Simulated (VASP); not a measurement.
A run of VASP 6.6.1 is set up as follows.

The input INCAR:

```
ALGO = Normal
EDIFF = 1E-6
ENCUT = 520
GGA = PE
ISIF = 2
ISMEAR = 0
ISPIN = 2
LASPH = True
LCHARG = True
LDAU = True
LDAUJ = 0 0
LDAUL = 3 -1
LDAUPRINT = 1
LDAUTYPE = 2
LDAUU = 6 0
LELF = True
LMAXMIX = 6
LORBIT = 11
LREAL = False
LVHAR = True
LWAVE = False
MAGMOM = 7.79 7.79 7.79 -0.19
NBANDS = 40
NELM = 150
PREC = Accurate
SIGMA = 0.05
```

File KPOINTS:

```
k-points
0
Gamma
  6 6 6
```

POSCAR

```
Eu3Si
1.0
    4.9072095056      0.0000000000      0.0000000000
    0.0000000000      4.9072095056      0.0000000000
    0.0000000000      0.0000000000      4.9072095056
Eu Si
3 1
Direct
    0.0000000000      0.5000000000      0.5000000000
    0.5000000000      0.5000000000      0.0000000000
    0.5000000000      0.0000000000      0.5000000000
    0.0000000000      0.0000000000      0.0000000000
```

Potentials or basis: VASP PAW PBE potentials, release 64 (Eu, Si).

The run is started by

```console
$ cat potpaw_PBE.64/Eu/POTCAR potpaw_PBE.64/Si/POTCAR > POTCAR
$ mpirun -np 1 vasp_std > vasp.out
```

Question: What does it give for the site moments?

Answer: Eu +6.81; Si -0.09 μB.

Question: Predict the net moment.

Answer: 21.69 μB per cell.

Question: What does it give for the pressure?

Answer: 1.6 GPa.

Eigenvalues of the final occupation matrices:
| site | spin | trace | eigenvalues |
| --- | --- | --- | --- |
| site 1 f | 1 | 6.80 | 0.97 0.97 0.97 0.97 0.97 0.97 0.97 |
| site 1 f | 2 | 0.00 | 0.00 0.00 0.00 0.00 0.00 0.00 0.00 |
| site 2 f | 1 | 6.80 | 0.97 0.97 0.97 0.97 0.97 0.97 0.97 |
| site 2 f | 2 | 0.00 | 0.00 0.00 0.00 0.00 0.00 0.00 0.00 |
| site 3 f | 1 | 6.80 | 0.97 0.97 0.97 0.97 0.97 0.97 0.97 |
| site 3 f | 2 | 0.00 | 0.00 0.00 0.00 0.00 0.00 0.00 0.00 |

Caveat: the highest band is partly filled, so the run has too few bands; spin-orbit coupling is left out, which moves the levels of the heavy elements.
